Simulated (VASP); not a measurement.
# HgTe (F-43m) in VASP: further runs, part 2 of 2

VASP 6.6.1.

## (4) Single point, r2SCAN+rVV10

This run uses another cell than the first one, of 34.78 Å³/atom, 1.042 times its volume.

POSCAR

```
HgTe
1.0
    0.0000000000      3.2643227694      3.2643227694
    3.2643227694      0.0000000000      3.2643227694
    3.2643227694      3.2643227694      0.0000000000
Hg Te
1 1
Direct
    0.0000000000      0.0000000000      0.0000000000
    0.2500000000      0.2500000000      0.2500000000
```

INCAR.step1

```
SYSTEM = HgTe
ALGO = Normal ; EDIFF = 1E-4
ENCUT = 520 ; GGA = PE
ISMEAR = 0 ; LASPH = .TRUE.
LCHARG = .FALSE. ; LREAL = .FALSE.
LWAVE = .TRUE. ; NBANDS = 16
NELM = 60 ; PREC = Accurate
SIGMA = 0.05
```

INCAR.step2

```
SYSTEM = HgTe
ALGO = Normal ; BPARAM = 11.95
CPARAM = 0.0093 ; EDIFF = 1E-6
ENCUT = 520 ; ISIF = 2
ISMEAR = 0 ; ISTART = 1
IVDW_NL = 2 ; LASPH = .TRUE.
LCHARG = .FALSE. ; LMIXTAU = .TRUE.
LREAL = .FALSE. ; LUSE_VDW = .TRUE.
LWAVE = .FALSE. ; METAGGA = R2SCAN
NBANDS = 16 ; NELM = 60
PREC = Accurate ; SIGMA = 0.05
```

KPOINTS

```
k-points
0
G
  6 6 6
  0 0 0
```

Potentials or basis: VASP PAW PBE potentials, release 64 (Hg, Te).

Started as:

```
$ cat potpaw_PBE.64/Hg/POTCAR potpaw_PBE.64/Te/POTCAR > POTCAR
$ cp INCAR.step1 INCAR
$ mpirun -np 1 vasp_std > vasp.out
$ cp INCAR.step2 INCAR
$ mpirun -np 1 vasp_std > vasp.out
```

OUTCAR:

```text
SYSTEM = HgTe
   BPARAM = 11.95
   EDIFF = 1E-6
   ENCUT = 520
   ISIF = 2
   ISMEAR = 0
   ISTART = 1
   IVDW_NL = 2
   LASPH = .TRUE.
   LREAL = .FALSE.
   METAGGA = R2SCAN
   NELM = 60
   PREC = Accurate

 ion  position               nearest neighbor table
   1  0.000  0.000  0.000-   2 2.83   2 2.83   2 2.83   2 2.83
   2  0.250  0.250  0.250-   1 2.83   1 2.83   1 2.83   1 2.83

  LATTYP: Found a face centered cubic cell.
 ALAT       =     6.5286455388

  Lattice vectors:

[... 483 lines left out ...]
------------------------ aborting loop because EDIFF is reached ----------------------------------------

  FORCE on cell =-STRESS in cart. coord.  units (eV):
  Direction    XX          YY          ZZ          XY          YZ          ZX
  --------------------------------------------------------------------------------------
  -------------------------------------------------------------------------------------
  Total        0.1216469      0.1216469      0.1216469      0.0000000      0.0000000      0.0000000
  in kB        2.8015746      2.8015746      2.8015746      0.0000000      0.0000000      0.0000000
  external PRESSURE =       2.8015746 kB  Pullay stress =       0.0000000 kB

 VOLUME and BASIS-vectors are now :
 -----------------------------------------------------------------------------
  energy-cutoff  :      520.00
  volume of cell :       69.57
      direct lattice vectors                 reciprocal lattice vectors
     0.000000000  3.264322769  3.264322769    -0.153171128  0.153171128  0.153171128
     3.264322769  0.000000000  3.264322769     0.153171128 -0.153171128  0.153171128
     3.264322769  3.264322769  0.000000000     0.153171128  0.153171128 -0.153171128

 POSITION                                       TOTAL-FORCE (eV/Angst)
 -----------------------------------------------------------------------------------
      0.00000      0.00000      0.00000        -0.000000      0.000000     -0.000000
      1.63216      1.63216      1.63216         0.000000     -0.000000      0.000000
 -----------------------------------------------------------------------------------
    total drift:                                0.000000      0.000000      0.000000

  FREE ENERGIE OF THE ION-ELECTRON SYSTEM (eV)
  ---------------------------------------------------
  free  energy   TOTEN  =       -74.6172964332 eV

  energy  without entropy=      -74.6169393445  energy(sigma->0) =      -74.61711789
```

OUTCAR.step1:

```text
SYSTEM = HgTe
   EDIFF = 1E-4
   ENCUT = 520
   GGA = PE
   ISMEAR = 0
   LASPH = .TRUE.
   LREAL = .FALSE.
[... 514 lines left out ...]
      0.00000      0.00000      0.00000        -0.000000     -0.000000     -0.000000
      1.63216      1.63216      1.63216         0.000000      0.000000      0.000000
 -----------------------------------------------------------------------------------
    total drift:                                0.000000      0.000000      0.000000

  FREE ENERGIE OF THE ION-ELECTRON SYSTEM (eV)
  ---------------------------------------------------
  free  energy   TOTEN  =        -3.6121183468 eV

  energy  without entropy=       -3.6117612581  energy(sigma->0) =       -3.61193980
```

OSZICAR.step1:

```text
N       E                     dE             d eps       ncg     rms          rms(c)
DAV:   1     0.100576225547E+03    0.10058E+03   -0.80406E+03   528   0.975E+02
DAV:   2    -0.309570182118E+00   -0.10089E+03   -0.94881E+02   592   0.226E+02
DAV:   3    -0.378726134976E+01   -0.34777E+01   -0.34696E+01   648   0.424E+01
DAV:   4    -0.382164380110E+01   -0.34382E-01   -0.34380E-01   776   0.373E+00
DAV:   5    -0.382173021111E+01   -0.86410E-04   -0.86408E-04   664   0.181E-01    0.718E+00
DAV:   6    -0.361967639599E+01    0.20205E+00   -0.39571E-01   576   0.833E+00    0.571E+00
DAV:   7    -0.361271086280E+01    0.69655E-02   -0.97285E-02   576   0.210E+00    0.216E+00
DAV:   8    -0.361209331918E+01    0.61754E-03   -0.10224E-02   552   0.115E+00    0.500E-01
DAV:   9    -0.361211834683E+01   -0.25028E-04   -0.75904E-04   656   0.319E-01
   1 F= -.36121183E+01 E0= -.36119398E+01  d E =-.357089E-03
```

Wall time 2.9 min (1 thread of Intel Xeon Platinum 8488C (Sapphire Rapids), shared host); peak memory 0.4 GiB.

What came out:

```yaml
Free_energy: -74.6173 eV
Pressure: 0.3 GPa
Band_gap_on_the_k_mesh: zero (filled and empty bands touch)
```

Levels at points of the mesh, in eV from the Fermi level:
| k point | band 7 | band 8 | band 9 | band 10 | band 11 | band 12 |
| --- | --- | --- | --- | --- | --- | --- |
| (0.00, 0.00, 0.00) | -0.53 | -0.02 | -0.02 | -0.02 | 4.58 | 4.58 |
| (0.50, 0.00, 0.00) | -5.48 | -0.98 | -0.98 | 0.90 | 5.35 | 5.35 |
| (0.50, 0.50, 0.00) | -5.44 | -2.25 | -2.25 | 2.04 | 2.70 | 8.49 |

Caveat: the PAW data sets were made with another functional, which shifts forces and pressure a little; spin-orbit coupling is left out, which moves the levels of the heavy elements.

## (5) Single point, r2SCAN+rVV10 (volume scaled by 1.02)

POSCAR

```
HgTe
1.0
    0.0000000000      3.2859414310      3.2859414310
    3.2859414310      0.0000000000      3.2859414310
    3.2859414310      3.2859414310      0.0000000000
Hg Te
1 1
Direct
    0.0000000000      0.0000000000      0.0000000000
    0.2500000000      0.2500000000      0.2500000000
```

INCAR.step1

```
SYSTEM = HgTe
PREC = Accurate
ENCUT = 520
ISMEAR = 0
SIGMA = 0.05
LREAL = .False.
LASPH = .True.
NELM = 80
NBANDS = 16
GGA = PE
ALGO = Normal
EDIFF = 1E-4
LWAVE = .True.
LCHARG = .False.
```

INCAR.step2

```
SYSTEM = HgTe
PREC = Accurate
ENCUT = 520
EDIFF = 1E-6
ISMEAR = 0
SIGMA = 0.05
LREAL = .False.
LASPH = .True.
NELM = 80
ALGO = Normal
ISIF = 2
LWAVE = .False.
LCHARG = .True.
METAGGA = R2SCAN
LMIXTAU = .True.
LUSE_VDW = .True.
IVDW_NL = 2
BPARAM = 11.95
CPARAM = 0.0093
LELF = .True.
LVHAR = .True.
NBANDS = 16
ISTART = 1
```

KPOINTS

```
Automatic mesh
0
Gamma
  6 6 6
  0 0 0
```

Potentials or basis: VASP PAW PBE potentials, release 64 (Hg, Te).

Started as:

```
$ cat potpaw_PBE.64/Hg/POTCAR potpaw_PBE.64/Te/POTCAR > POTCAR
$ cp INCAR.step1 INCAR
$ mpirun -np 1 vasp_std > vasp.out
$ cp INCAR.step2 INCAR
$ mpirun -np 1 vasp_std > vasp.out
```

OUTCAR:

```text
SYSTEM = HgTe
   PREC = Accurate
   ENCUT = 520
   EDIFF = 1E-6
   ISMEAR = 0
   LREAL = .False.
   LASPH = .True.
   NELM = 80
   ISIF = 2
   METAGGA = R2SCAN
   IVDW_NL = 2
   BPARAM = 11.95
   ISTART = 1

 ion  position               nearest neighbor table
   1  0.000  0.000  0.000-   2 2.85   2 2.85   2 2.85   2 2.85
   2  0.250  0.250  0.250-   1 2.85   1 2.85   1 2.85   1 2.85

  LATTYP: Found a face centered cubic cell.
 ALAT       =     6.5718828620

  Lattice vectors:

 A1 = (   0.0000000000,   3.2859414310,   3.2859414310)
 A2 = (   3.2859414310,   0.0000000000,   3.2859414310)
 A3 = (   3.2859414310,   3.2859414310,   0.0000000000)

Analysis of symmetry for initial positions (statically):
=====================================================================
 Subroutine PRICEL returns:
 Original cell was already a primitive cell.

 Routine SETGRP: Setting up the symmetry group for a
 face centered cubic supercell.

 Subroutine GETGRP returns: Found 24 space group operations
 (whereof 24 operations were pure point group operations)
 out of a pool of 48 trial point group operations.

The static configuration has the point symmetry T_d .

Analysis of symmetry for dynamics (positions and initial velocities):
=====================================================================
 Subroutine PRICEL returns:
 Original cell was already a primitive cell.

 Routine SETGRP: Setting up the symmetry group for a
 face centered cubic supercell.

 Subroutine GETGRP returns: Found 24 space group operations
 (whereof 24 operations were pure point group operations)
 out of a pool of 48 trial point group operations.

The dynamic configuration has the point symmetry T_d .

 Subroutine INISYM returns: Found 24 space group operations
 (whereof 24 operations are pure point group operations),
 and found     1 'primitive' translations

----------------------------------------------------------------------------------------

                                     Primitive cell

  volume of cell :      70.9593

  direct lattice vectors                    reciprocal lattice vectors
     0.000000000  3.285941431  3.285941431    -0.152163394  0.152163394  0.152163394
     3.285941431  0.000000000  3.285941431     0.152163394 -0.152163394  0.152163394
     3.285941431  3.285941431  0.000000000     0.152163394  0.152163394 -0.152163394

  length of vectors
     4.647022937  4.647022937  4.647022937     0.263554729  0.263554729  0.263554729

  position of ions in fractional coordinates (direct lattice)
     0.000000000  0.000000000  0.000000000
     0.250000000  0.250000000  0.250000000

  ion indices of the primitive-cell ions
   primitive index   ion index
                 1           1
                 2           2

----------------------------------------------------------------------------------------

 KPOINTS: Automatic mesh

Automatic generation of k-mesh.
 Grid dimensions read from file:
 generate k-points for:    6    6    6

 Generating k-lattice:

  Cartesian coordinates                     Fractional coordinates (reciprocal lattice)
    -0.025360566  0.025360566  0.025360566     0.166666667  0.000000000  0.000000000
     0.025360566 -0.025360566  0.025360566     0.000000000  0.166666667  0.000000000
     0.025360566  0.025360566 -0.025360566     0.000000000  0.000000000  0.166666667

  Length of vectors
     0.043925788  0.043925788  0.043925788

  Shift w.r.t. Gamma in fractional coordinates (k-lattice)
     0.000000000  0.000000000  0.000000000

 Subroutine IBZKPT returns following result:
 ===========================================

 Found     16 irreducible k-points:

 Following reciprocal coordinates:
            Coordinates               Weight
  0.000000  0.000000  0.000000      1.000000
  0.166667  0.000000  0.000000      8.000000
  0.333333  0.000000  0.000000      8.000000
  0.500000  0.000000  0.000000      4.000000
  0.166667  0.166667  0.000000      6.000000
  0.333333  0.166667  0.000000     24.000000
[... 8 lines left out ...]
 -0.333333  0.333333  0.166667     24.000000
 -0.333333  0.500000  0.166667     12.000000
   k-points           NKPTS =     16   k-points in BZ     NKDIM =     16   number of bands    NBANDS=     16
   number of dos      NEDOS =    301   number of ions     NIONS =      2
   total plane-waves  NPLWV =  46656
   dimension x,y,z NGX =    36 NGY =   36 NGZ =   36
   dimension x,y,z NGXF=    72 NGYF=   72 NGZF=   72
   ions per type =               1   1
   NGX,Y,Z   is equivalent  to a cutoff of  12.88, 12.88, 12.88 a.u.
   NGXF,Y,Z  is equivalent  to a cutoff of  25.76, 25.76, 25.76 a.u.
 SYSTEM =  HgTe
   PREC   = accura    normal or accurate (medium, high low for compatibility)
   ISTART =      1    job   : 0-new  1-cont  2-samecut
   ICHARG =      0    charge: 1-file 2-atom 10-const
   ISPIN  =      1    spin polarized calculation?
   LNONCOLLINEAR =      F non collinear calculations
   LSORBIT =      F    spin-orbit coupling
   LASPH  =      T    aspherical Exc in radial PAW
   ENCUT  =  520.0 eV  38.22 Ry    6.18 a.u.   8.64  8.64  8.64*2*pi/ulx,y,z
   NELM   =     80;   NELMIN=  2; NELMDL=  0     # of ELM steps
   EDIFF  = 0.1E-05   stopping-criterion for ELM
   LREAL  =      F    real-space projection
   EDIFFG = 0.1E-04   stopping-criterion for IOM
   NSW    =      0    number of steps for IOM
   IBRION =     -1    ionic relax: 0-MD 1-quasi-New 2-CG
   NFREE  =      0    steps in history (QN), initial steepest desc. (CG)
   ISIF   =      2    stress and relaxation
   ISYM   =      2    0-nonsym 1-usesym 2-fastsym
   POTIM  = 0.5000    time-step for ionic-motion
   TEBEG  =    0.0;   TEEND  =   0.0 temperature during run
   PSTRESS=    0.0 pullay stress
   NELECT =      18.0000    total number of electrons
   NUPDOWN=      -1.0000    fix difference up-down
   EMIN   =  10.00;   EMAX   =-10.00  energy-range for DOS
   EFERMI =   0.00;   METHOD = LEGACY
   ISMEAR =     0;   SIGMA  =   0.05  broadening in eV -4-tet -1-fermi 0-gaus
   EFERMI_NEDOS =   21; number of points for ismear=-14 and -15
   IALGO  =     38    algorithm
   IMIX   =      4    mixing-type and parameters
     AMIX     =   0.40;   BMIX     =  1.00
     AMIX_MAG =   1.60;   BMIX_MAG =  1.00
  volume/ion in A,a.u.               =      35.48       239.43
  Fermi-wavevector in a.u.,A,eV,Ry     =   1.036325  1.958370 14.612234  1.073969
  Thomas-Fermi vector in A             =   2.170710
   LORBIT       =      0    0 simple, 1 ext, 2 COOP (PROOUT), +10 PAW based schemes
   METAGGA = R2SCAN    functional components
   LHFCALC =     F    Hartree Fock is set to
   AEXX    =    0.0000 exact exchange contribution
   IVDW_NL    =     2    kernel type
   BPARAM     =11.9500
   IVDW    =     0    specifies the selected vdW correction
   LEPSILON=     F    determine dielectric tensor
   LRPA    =     F    only Hartree local field effects (RPA)
 non-spin polarized calculation
 Gauss-broadening in eV      SIGMA  =   0.05
  energy-cutoff  :      520.00
  volume of cell :       70.96
 maximum number of plane-waves:      1932
 NGX is ok and might be reduce to    36
   NGX = 17   NGY = 17   NGZ = 17

 number of electron      18.0000001 magnetization

 Free energy of the ion-electron system (eV)
  ---------------------------------------------------
  ext. energy  EPLUGINS =         0.00000000
  ---------------------------------------------------
  free energy    TOTEN  =       -74.61630535 eV

  energy without entropy =      -74.61594826  energy(sigma->0) =      -74.61612680

 E-fermi :   2.3560     XC(G=0):  -9.1607

 val. band max:        2.3407535799   @ k =   0.0000   0.0000   0.0000
 cond. band min:       3.2521489733   @ k =   0.5000   0.0000   0.0000
 fundamental gap:      0.9113953934
 Fermi energy:         2.3559818905

 k-point     1 :       0.0000    0.0000    0.0000
  band No.  band energies     occupation
      1      -9.7132      2.00000
      2      -5.0132      2.00000
      3      -5.0132      2.00000
      4      -5.0132      2.00000
      5      -4.5006      2.00000
      6      -4.5006      2.00000
[... 8 lines left out ...]
     15      12.2854      0.00000
     16      12.2854      0.00000
[... 267 lines left out ...]
 k-point    16 :      -0.3333    0.5000    0.1667
  band No.  band energies     occupation
      1      -8.9799      2.00000
      2      -4.7933      2.00000
      3      -4.7423      2.00000
      4      -4.6128      2.00000
      5      -4.4829      2.00000
      6      -3.9635      2.00000
[... 8 lines left out ...]
     15      13.5998      0.00000
     16      13.8815      0.00000

------------------------ aborting loop because EDIFF is reached ----------------------------------------

  FORCE on cell =-STRESS in cart. coord.  units (eV):
  Direction    XX          YY          ZZ          XY          YZ          ZX
  --------------------------------------------------------------------------------------
  -------------------------------------------------------------------------------------
  Total       -0.2438776     -0.2438776     -0.2438776     -0.0000000      0.0000000      0.0000000
  in kB       -5.5064681     -5.5064681     -5.5064681     -0.0000000      0.0000000      0.0000000
  external PRESSURE =      -5.5064681 kB  Pullay stress =       0.0000000 kB

 VOLUME and BASIS-vectors are now :
 -----------------------------------------------------------------------------
  energy-cutoff  :      520.00
  volume of cell :       70.96
      direct lattice vectors                 reciprocal lattice vectors
     0.000000000  3.285941431  3.285941431    -0.152163394  0.152163394  0.152163394
     3.285941431  0.000000000  3.285941431     0.152163394 -0.152163394  0.152163394
     3.285941431  3.285941431  0.000000000     0.152163394  0.152163394 -0.152163394

 POSITION                                       TOTAL-FORCE (eV/Angst)
 -----------------------------------------------------------------------------------
      0.00000      0.00000      0.00000        -0.000000     -0.000000      0.000000
      1.64297      1.64297      1.64297         0.000000      0.000000     -0.000000
 -----------------------------------------------------------------------------------
    total drift:                                0.000000      0.000000      0.000000

  FREE ENERGIE OF THE ION-ELECTRON SYSTEM (eV)
  ---------------------------------------------------
  free  energy   TOTEN  =       -74.6163053492 eV

  energy  without entropy=      -74.6159482605  energy(sigma->0) =      -74.61612680
```

Wall time 2.6 min (1 thread of Intel Xeon Platinum 8488C (Sapphire Rapids), shared host); peak memory 0.4 GiB.

Results:

```yaml
Free_energy: -74.6163 eV
Pressure: -0.6 GPa
Band_gap_on_the_k_mesh: zero (filled and empty bands touch)
```

Caveat: the cell differs from its parent crystal (volume scaled by 1.02); the PAW data sets were made with another functional, which shifts forces and pressure a little; spin-orbit coupling is left out, which moves the levels of the heavy elements.

## (6) Overview

```csv
cell,gap on the mesh (eV),pressure (GPa)
"a = 4.554 Å, angles 60.0°, 2 atoms",none,2.3
"a = 4.585 Å, angles 60.0°, 2 atoms",none,1.2
"a = 4.616 Å, angles 60.0°, 2 atoms",none,0.3
"a = 4.647 Å, angles 60.0°, 2 atoms",none,-0.6
```

Alike in all rows: task single point; level r2SCAN+rVV10; potentials or basis VASP PAW PBE potentials, release 64 (Hg, Te); no spin polarisation; k mesh 6 × 6 × 6; cutoff (eV) 520; smearing gaussian 0.05 eV.

Caveats: the PAW data sets were made with another functional, which shifts forces and pressure a little; spin-orbit coupling is left out, which moves the levels of the heavy elements.

Total energies depend on the potentials used, so only differences within one code and one set of settings carry meaning.
